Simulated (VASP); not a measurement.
A run of VASP 6.6.1 is set up as follows.

The input INCAR:

```
SYSTEM = Sn
PREC = Accurate
ENCUT = 520
EDIFF = 1E-6
ISMEAR = 1
SIGMA = 0.1
LREAL = .False.
LASPH = .True.
NELM = 80
ALGO = Normal
ISIF = 2
LWAVE = .False.
LCHARG = .True.
GGA = PS
LELF = .True.
LVHAR = .True.
NBANDS = 13
```

File KPOINTS:

```
regular mesh
0
Gamma
  10 10 10
  0 0 0
```

POSCAR

```
Sn
1.0
   -2.0426281431      2.0426281431      1.6717587207
    2.0426281431     -2.0426281431      1.6717587207
    2.0426281431      2.0426281431     -1.6717587207
Sn
1
Direct
    0.0000000000      0.0000000000      0.0000000000
```

Potentials or basis: VASP PAW PBE potentials, release 64 (Sn_d).

Command:

```sh
$ cat potpaw_PBE.64/Sn_d/POTCAR > POTCAR
$ mpirun -np 1 vasp_std > vasp.out
```

Question: What does it give for the band gap on the k mesh?

Answer: Zero (band 7 reaches 14.21 eV, above the bottom of band 8 at 5.61 eV).

Question: Estimate the pressure.

Answer: -2.8 GPa.

Stress tensor (GPa, compression positive):
```
-3.08  0.00  0.00
 0.00 -3.08  0.00
 0.00  0.00 -2.35
```

Caveat: the PAW data sets were made with another functional, which shifts forces and pressure a little; spin-orbit coupling is left out, which moves the levels of the heavy elements.
